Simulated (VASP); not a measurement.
The system is Re.

```
Re
1.0
     2.76190    0.00000    0.00000
    -1.38095    2.39187    0.00000
     0.00000    0.00000    3.04286
Re
2
Direct
  0.33333 0.66667 0.00000
  0.66667 0.33333 0.00000
```

```yaml
Program: VASP 6.6.1
Task: relaxation of cell and atoms
Functional: PBE
Potentials_or_basis: VASP PAW PBE potentials, release 64 (Re)
Cutoff: 600 eV
k_mesh: 6 × 6 × 6
Occupations: gaussian, width 0.1 eV
Spin: no spin polarisation
```

At the start: pressure 646.6 GPa; volume 10.05 Å³/atom.

**Question.** Where does the relaxation end?

**Answer.** Over 20 steps the energy falls by 21690.9 meV/atom and the volume is 20.44 Å³/atom (+103.4 %); space group P6/mmm (No. 191, to 0.05 Å).

Step by step:
```csv
step,energy change (eV),largest force (eV/Å),pressure (GPa),volume (Å³)
1,0.0000,0.0000,646.62,20.10
2,32.6688,0.0000,-22.31,359.69
3,-29.8464,0.0000,-50.59,96.78
4,-37.3750,0.0000,-36.44,72.46
5,-41.3216,0.0000,-26.82,54.07
6,-37.6079,0.0000,90.83,34.84
7,-41.9941,0.0000,-19.61,49.81
8,-42.1255,0.0000,-8.24,46.17
9,-42.2260,0.0000,-11.63,46.93
10,-43.1863,0.0000,10.50,38.75
11,-43.1875,0.0000,11.52,38.59
12,-43.2580,0.0000,-4.94,42.62
13,-43.3802,0.0000,-0.56,40.93
14,-43.3803,0.0000,-0.76,40.97
15,-43.3802,0.0000,-1.62,41.19
16,-43.3804,0.0000,-0.94,41.02
17,-43.3804,0.0000,-1.35,41.12
18,-43.3805,0.0000,-1.13,41.07
19,-43.3788,0.0000,1.62,40.63
20,-43.3819,0.0000,-0.01,40.88
```

Final structure:
```yaml
crystal:
  lattice:
    - [4.43875, 0.00000, 0.00000]
    - [-2.21937, 3.84407, 0.00000]
    - [0.00000, 0.00000, 2.39570]
  atoms:
    - { symbol: Re, position: [0.33333, 0.66667, 0.00000] }
    - { symbol: Re, position: [0.66667, 0.33333, 0.00000] }
```

Caveat: the k points lie up to 0.44 Å⁻¹ apart in the final cell; the volume moved by over 15 % at a fixed basis, so the end points are rough.
